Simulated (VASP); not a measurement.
# Ga2O3 (P1) in VASP: single point with PBE

Aim: the single point of Ga2O3 with PBE.

All numbers are computed with VASP 6.6.1; they aren't measurements. Logs are shortened: lines on timing, memory, paths and dates and some standing lists are left out, and cuts for length are marked.

### 1 The cell of the first run

The typed cell holds 10 atoms: a = 5.399 Å, b = 5.399 Å, c = 5.399 Å, α = 55.86°, β = 55.86°, γ = 55.86°.

### 2 Single point, PBE (all Ga atoms moved +0.125 Å, as atom 1 along Cartesian [1 1 1])

Contents of INCAR:

```
SYSTEM = Ga2O3
ALGO     = Normal         ! electronic algorithm
EDIFF    = 1E-7           ! SCF threshold, eV
ENCUT    = 520            ! plane-wave cutoff, eV
GGA      = PE             ! functional
ISIF     = 2              ! what is computed and relaxed
ISMEAR   = 0              ! smearing method
LASPH    = .TRUE.         ! aspherical terms in the spheres
LCHARG   = .FALSE.        ! write CHGCAR
LREAL    = .FALSE.        ! projectors in reciprocal space
LWAVE    = .FALSE.        ! write WAVECAR
NBANDS   = 55             ! bands
NELM     = 60             ! most SCF steps
PREC     = Accurate       ! precision mode
SIGMA    = 0.05           ! smearing width, eV
```

Contents of KPOINTS:

```
k-points
0
G
  6 6 6
  0 0 0
```

Contents of POSCAR:

```
Ga2O3
1.0
    2.5287245564      1.4599598033      4.5410352127
   -2.5287245564      1.4599598033      4.5410352127
    0.0000000000     -2.9199196066      4.5410352127
Ga O
4 6
Direct
    0.3836747536      0.3551351551      0.3446889370
    0.1719372458      0.1433976473      0.1329514292
    0.6719372458      0.6433976473      0.6329514292
    0.8836747536      0.8551351551      0.8446889370
    0.5531733332      0.9468266668      0.2500000000
    0.2500000000      0.5531733332      0.9468266668
    0.9468266668      0.2500000000      0.5531733332
    0.4468266668      0.0531733332      0.7500000000
    0.7500000000      0.4468266668      0.0531733332
    0.0531733332      0.7500000000      0.4468266668
```

Potentials or basis: VASP PAW PBE potentials, release 64 (Ga_d, O).

Launch:

```console
> cat potpaw_PBE.64/Ga_d/POTCAR potpaw_PBE.64/O/POTCAR > POTCAR
> mpirun -np 1 vasp_std > vasp.out
```

OUTCAR:

```text
SYSTEM = Ga2O3
   EDIFF = 1E-7
   ENCUT = 520
   GGA = PE
   ISIF = 2
   ISMEAR = 0
   LASPH = .TRUE.
   LREAL = .FALSE.
   NELM = 60
   PREC = Accurate

 ion  position               nearest neighbor table
   1  0.384  0.355  0.345-   9 1.83   8 1.94  10 1.99   5 2.11   6 2.14   7 2.23   2 2.88
   2  0.172  0.143  0.133-   8 1.89   5 2.00  10 2.02   6 2.04   9 2.04   7 2.13   1 2.88
   3  0.672  0.643  0.633-   7 1.92   5 1.97  10 1.98   6 2.07   9 2.08   8 2.11   4 2.88
   4  0.884  0.855  0.845-   6 1.86   7 1.89   5 2.01  10 2.09   9 2.18   8 2.21   3 2.88
   5  0.553  0.947  0.250-   3 1.97   2 2.00   4 2.01   1 2.11
   6  0.250  0.553  0.947-   4 1.86   2 2.04   3 2.07   1 2.14
   7  0.947  0.250  0.553-   4 1.89   3 1.92   2 2.13   1 2.23
   8  0.447  0.053  0.750-   2 1.89   1 1.94   3 2.11   4 2.21
   9  0.750  0.447  0.053-   1 1.83   2 2.04   3 2.08   4 2.18
  10  0.053  0.750  0.447-   3 1.98   1 1.99   2 2.02   4 2.09

  LATTYP: Found a trigonal (rhomboedric) cell.
 ALAT       =     5.3987898007
 COS(alpha) =     0.5612266819

  Lattice vectors:

 A1 = (   2.5287245564,   1.4599598033,   4.5410352127)
 A2 = (  -2.5287245564,   1.4599598033,   4.5410352127)
 A3 = (   0.0000000000,  -2.9199196066,   4.5410352127)

Analysis of symmetry for initial positions (statically):
=====================================================================
 Subroutine PRICEL returns:
 Original cell was already a primitive cell.

 Routine SETGRP: Setting up the symmetry group for a
 trigonal (rhombohedral) supercell.

 Subroutine GETGRP returns: Found  1 space group operations
 (whereof  1 operations were pure point group operations)
 out of a pool of 12 trial point group operations.

The static configuration has the point symmetry C_1 .

Analysis of symmetry for dynamics (positions and initial velocities):
=====================================================================
 Subroutine PRICEL returns:
 Original cell was already a primitive cell.

 Routine SETGRP: Setting up the symmetry group for a
 trigonal (rhombohedral) supercell.

 Subroutine GETGRP returns: Found  1 space group operations
 (whereof  1 operations were pure point group operations)
 out of a pool of 12 trial point group operations.

The dynamic configuration has the point symmetry C_1 .

 Subroutine INISYM returns: Found  1 space group operations
 (whereof  1 operations are pure point group operations),
 and found     1 'primitive' translations

----------------------------------------------------------------------------------------

                                     Primitive cell

  volume of cell :     100.5885

  direct lattice vectors                    reciprocal lattice vectors
     2.528724556  1.459959803  4.541035213     0.197728139  0.114158394  0.073404701
    -2.528724556  1.459959803  4.541035213    -0.197728139  0.114158394  0.073404701
     0.000000000 -2.919919607  4.541035213     0.000000000 -0.228316788  0.073404701

  length of vectors
     5.398789801  5.398789801  5.398789801     0.239826617  0.239826617  0.239826617

  position of ions in fractional coordinates (direct lattice)
     0.383674754  0.355135155  0.344688937
     0.171937246  0.143397647  0.132951429
     0.671937246  0.643397647  0.632951429
     0.883674754  0.855135155  0.844688937
     0.553173333  0.946826667  0.250000000
     0.250000000  0.553173333  0.946826667
     0.946826667  0.250000000  0.553173333
     0.446826667  0.053173333  0.750000000
     0.750000000  0.446826667  0.053173333
     0.053173333  0.750000000  0.446826667

  ion indices of the primitive-cell ions
   primitive index   ion index
                 1           1
                 2           2
                 3           3
                 4           4
                 5           5
                 6           6
                 7           7
                 8           8
                 9           9
                10          10

----------------------------------------------------------------------------------------

 KPOINTS: k-points

Automatic generation of k-mesh.
 Grid dimensions read from file:
 generate k-points for:    6    6    6

 Generating k-lattice:

  Cartesian coordinates                     Fractional coordinates (reciprocal lattice)
     0.032954690  0.019026399  0.012234117     0.166666667  0.000000000  0.000000000
    -0.032954690  0.019026399  0.012234117     0.000000000  0.166666667  0.000000000
     0.000000000 -0.038052798  0.012234117     0.000000000  0.000000000  0.166666667

  Length of vectors
     0.039971103  0.039971103  0.039971103

  Shift w.r.t. Gamma in fractional coordinates (k-lattice)
     0.000000000  0.000000000  0.000000000

 Subroutine IBZKPT returns following result:
 ===========================================

 Found    112 irreducible k-points:

 Following reciprocal coordinates:
            Coordinates               Weight
  0.000000  0.000000  0.000000      1.000000
  0.166667  0.000000 -0.000000      2.000000
  0.000000  0.166667 -0.000000      2.000000
 -0.000000 -0.000000  0.166667      2.000000
  0.333333  0.000000 -0.000000      2.000000
  0.000000  0.333333 -0.000000      2.000000
[... 16 lines left out ...]
 -0.166667  0.500000  0.000000      2.000000
  0.166667  0.000000  0.500000      2.000000
 [... further k-points ...]
   k-points           NKPTS =    112   k-points in BZ     NKDIM =    112   number of bands    NBANDS=     55
   number of dos      NEDOS =    301   number of ions     NIONS =     10
   total plane-waves  NPLWV =  64000
   dimension x,y,z NGX =    40 NGY =   40 NGZ =   40
   dimension x,y,z NGXF=    80 NGYF=   80 NGZF=   80
   ions per type =               4   6
   NGX,Y,Z   is equivalent  to a cutoff of  12.32, 12.32, 12.32 a.u.
   NGXF,Y,Z  is equivalent  to a cutoff of  24.63, 24.63, 24.63 a.u.
 SYSTEM =  Ga2O3
   PREC   = accura    normal or accurate (medium, high low for compatibility)
   ISTART =      0    job   : 0-new  1-cont  2-samecut
   ICHARG =      2    charge: 1-file 2-atom 10-const
   ISPIN  =      1    spin polarized calculation?
   LNONCOLLINEAR =      F non collinear calculations
   LSORBIT =      F    spin-orbit coupling
   LASPH  =      T    aspherical Exc in radial PAW
   ENCUT  =  520.0 eV  38.22 Ry    6.18 a.u.  10.04 10.04 10.04*2*pi/ulx,y,z
   NELM   =     60;   NELMIN=  2; NELMDL= -5     # of ELM steps
   EDIFF  = 0.1E-06   stopping-criterion for ELM
   LREAL  =      F    real-space projection
   EDIFFG = 0.1E-05   stopping-criterion for IOM
   NSW    =      0    number of steps for IOM
   IBRION =     -1    ionic relax: 0-MD 1-quasi-New 2-CG
   NFREE  =      0    steps in history (QN), initial steepest desc. (CG)
   ISIF   =      2    stress and relaxation
   ISYM   =      2    0-nonsym 1-usesym 2-fastsym
   POTIM  = 0.5000    time-step for ionic-motion
   TEBEG  =    0.0;   TEEND  =   0.0 temperature during run
   PSTRESS=    0.0 pullay stress
   NELECT =      88.0000    total number of electrons
   NUPDOWN=      -1.0000    fix difference up-down
   EMIN   =  10.00;   EMAX   =-10.00  energy-range for DOS
   EFERMI =   0.00;   METHOD = LEGACY
   ISMEAR =     0;   SIGMA  =   0.05  broadening in eV -4-tet -1-fermi 0-gaus
   EFERMI_NEDOS =   21; number of points for ismear=-14 and -15
   IALGO  =     38    algorithm
   IMIX   =      4    mixing-type and parameters
     AMIX     =   0.40;   BMIX     =  1.00
     AMIX_MAG =   1.60;   BMIX_MAG =  1.00
  volume/ion in A,a.u.               =      10.06        67.88
  Fermi-wavevector in a.u.,A,eV,Ry     =   1.565740  2.958819 33.355234  2.451541
  Thomas-Fermi vector in A             =   2.668171
   LORBIT       =      0    0 simple, 1 ext, 2 COOP (PROOUT), +10 PAW based schemes
   GGA     = PE    functional components
   LHFCALC =     F    Hartree Fock is set to
   AEXX    =    0.0000 exact exchange contribution
   IVDW    =     0    specifies the selected vdW correction
   LEPSILON=     F    determine dielectric tensor
   LRPA    =     F    only Hartree local field effects (RPA)
 non-spin polarized calculation
 Gauss-broadening in eV      SIGMA  =   0.05
  energy-cutoff  :      520.00
  volume of cell :      100.59
 maximum number of plane-waves:      2730
   NGX = 21   NGY = 21   NGZ = 21

 number of electron      88.0000006 magnetization

 Free energy of the ion-electron system (eV)
  ---------------------------------------------------
  ext. energy  EPLUGINS =         0.00000000
  ---------------------------------------------------
  free energy    TOTEN  =       -59.13952297 eV

  energy without entropy =      -59.13952297  energy(sigma->0) =      -59.13952297

 E-fermi :   4.3842     XC(G=0): -11.9588

 val. band max:        4.1363371525   @ k =   0.0000  -0.1667   0.1667
 cond. band min:       6.5002107837   @ k =   0.0000   0.0000   0.0000
 fundamental gap:      2.3638736312
 Fermi energy:         4.3842486996

 k-point     1 :       0.0000    0.0000    0.0000
  band No.  band energies     occupation
      1     -14.6049      2.00000
      2     -12.8029      2.00000
      3     -12.7948      2.00000
      4     -12.7440      2.00000
      5     -12.7311      2.00000
      6     -12.6405      2.00000
[... 47 lines left out ...]
     54      15.1124      0.00000
     55      16.0796      0.00000

 k-point     2 :       0.1667    0.0000   -0.0000
  band No.  band energies     occupation
      1     -14.4877      2.00000
      2     -12.9081      2.00000
      3     -12.8024      2.00000
      4     -12.7689      2.00000
      5     -12.7272      2.00000
      6     -12.6683      2.00000
[... 47 lines left out ...]
     54      15.6304      0.00000
     55      15.8992      0.00000
[... 1216 lines left out ...]
     54      15.8325      0.00000
     55      16.0708      0.00000

 k-point    24 :       0.1667    0.0000    0.5000
  band No.  band energies     occupation
      1     -13.8127      2.00000
      2     -13.4815      2.00000
      3     -12.8972      2.00000
      4     -12.8453      2.00000
      5     -12.7800      2.00000
      6     -12.6899      2.00000
[... 47 lines left out ...]
     54      15.8436      0.00000
     55      16.0470      0.00000

 [... further k-points ...]
[... 5 lines left out ...]
  --------------------------------------------------------------------------------------
  -------------------------------------------------------------------------------------
  Total        1.5955586      1.8808899      1.4621763      0.2339235      0.6459305      0.5241743
  in kB       25.4141032     29.9588681     23.2895864      3.7259401     10.2883993      8.3490628
  external PRESSURE =      26.2208526 kB  Pullay stress =       0.0000000 kB

 VOLUME and BASIS-vectors are now :
 -----------------------------------------------------------------------------
  energy-cutoff  :      520.00
  volume of cell :      100.59
      direct lattice vectors                 reciprocal lattice vectors
     2.528724556  1.459959803  4.541035213     0.197728139  0.114158394  0.073404701
    -2.528724556  1.459959803  4.541035213    -0.197728139  0.114158394  0.073404701
     0.000000000 -2.919919607  4.541035213     0.000000000 -0.228316788  0.073404701

 POSITION                                       TOTAL-FORCE (eV/Angst)
 -----------------------------------------------------------------------------------
      0.07217      0.07217      4.92021        -0.660565     -1.043952     -0.448166
      0.07217      0.07217      2.03568        -0.729850     -0.612700     -0.356000
      0.07217      0.07217      8.84724        -0.569427     -0.635142     -0.390990
      0.07217      0.07217     11.73176        -0.822472     -0.527787     -0.413135
     -0.99544      1.45996      7.94681         0.431806      0.284476      0.174448
     -0.76664     -1.59206      7.94681         0.791686      0.342245      0.539678
      1.76208      0.13210      7.94681         0.168961      0.380982      0.083577
      0.99544     -1.45996      5.67629         0.304418      0.414265     -0.106568
      0.76664      1.59206      5.67629         0.742055      0.903673      0.617985
     -1.76208     -0.13210      5.67629         0.343389      0.493940      0.299170
 -----------------------------------------------------------------------------------
    total drift:                               -0.001296      0.000015     -0.000113

  FREE ENERGIE OF THE ION-ELECTRON SYSTEM (eV)
  ---------------------------------------------------
  free  energy   TOTEN  =       -59.1395229721 eV

  energy  without entropy=      -59.1395229721  energy(sigma->0) =      -59.13952297
```

Wall time 23 min (1 thread of Intel Xeon 8259CL, shared host); peak memory 0.55 GiB.

Results:

- Free energy: -59.1395 eV
- Pressure: 2.6 GPa
- Largest force: 1.323 eV/Å
- Band gap on the k mesh: 2.36 eV (least direct gap 2.55 eV)

Forces in eV/Å, atoms in the order of the input:
```
Ga  -0.661 -1.044 -0.448
Ga  -0.730 -0.613 -0.356
Ga  -0.569 -0.635 -0.391
Ga  -0.822 -0.528 -0.413
O    0.432  0.284  0.174
O    0.792  0.342  0.540
O    0.169  0.381  0.084
O    0.304  0.414 -0.107
O    0.742  0.904  0.618
O    0.343  0.494  0.299
```

Caveat: the cell differs from its parent crystal (all Ga atoms moved +0.125 Å, as atom 1 along Cartesian [1 1 1]); forces of over 1 eV/Å act on the atoms, so gaps and moduli don't describe the material at rest.
